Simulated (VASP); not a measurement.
Crystal: TiAl.

```
Ti Al
1.0
     2.81075    0.00000    0.00000
     0.00000    2.81075    0.00000
     0.00000    0.00000    4.06642
Ti Al
1 1
Direct
  0.50000 0.50000 0.50000
  0.00000 0.00000 0.00000
```

- Program: VASP 6.6.1
- Task: relaxation of cell and atoms
- Functional: PBE
- Dispersion: D3(BJ)
- Potentials or basis: VASP PAW PBE potentials, release 64 (Ti_sv, Al)
- Cutoff: 600 eV
- k mesh: 14 × 14 × 10
- Occupations: gaussian, width 0.1 eV
- Spin: no spin polarisation

At the start: pressure -3.9 GPa; volume 16.06 Å³/atom.

Problem. Where does the relaxation end?

Solution. Over 16 steps the energy falls by 6.7 meV/atom and the volume is 15.53 Å³/atom (-3.3 %); space group P4/mmm (No. 123, to 0.1 Å) before and after.

Step by step:
```
step  energy change (eV)  largest force (eV/Å)  pressure (GPa)  volume (Å³)
   1              0.0000                0.0000           -3.90        32.13
   2             -0.0066                0.0000            3.02        30.34
   3             -0.0133                0.0000           -0.03        31.06
   4             -0.0133                0.0000            0.06        31.04
   5             -0.0133                0.0000            0.01        31.06
   6             -0.0133                0.0000           -0.02        31.08
   7             -0.0133                0.0000           -0.06        31.08
   8             -0.0133                0.0000           -0.03        31.08
   9             -0.0133                0.0000           -0.06        31.06
  10             -0.0133                0.0000            0.18        31.02
  11             -0.0133                0.0000            0.07        31.05
  12             -0.0133                0.0000            0.05        31.06
  13             -0.0133                0.0000            0.03        31.06
  14             -0.0133                0.0000           -0.02        31.06
  15             -0.0133                0.0000            0.04        31.06
  16             -0.0133                0.0000            0.00        31.06
```

Final structure:
```cif
data_structure
_symmetry_space_group_name_H-M 'P 1'
_symmetry_Int_Tables_number 1
_cell_length_a 2.7805
_cell_length_b 2.7805
_cell_length_c 4.0175
_cell_angle_alpha 90.000
_cell_angle_beta 90.000
_cell_angle_gamma 90.000
_cell_volume 31.06
loop_
_atom_site_label
_atom_site_type_symbol
_atom_site_fract_x
_atom_site_fract_y
_atom_site_fract_z
_atom_site_occupancy
Ti1 Ti 0.50000 0.50000 0.50000 1
Al1 Al 0.00000 0.00000 0.00000 1
```
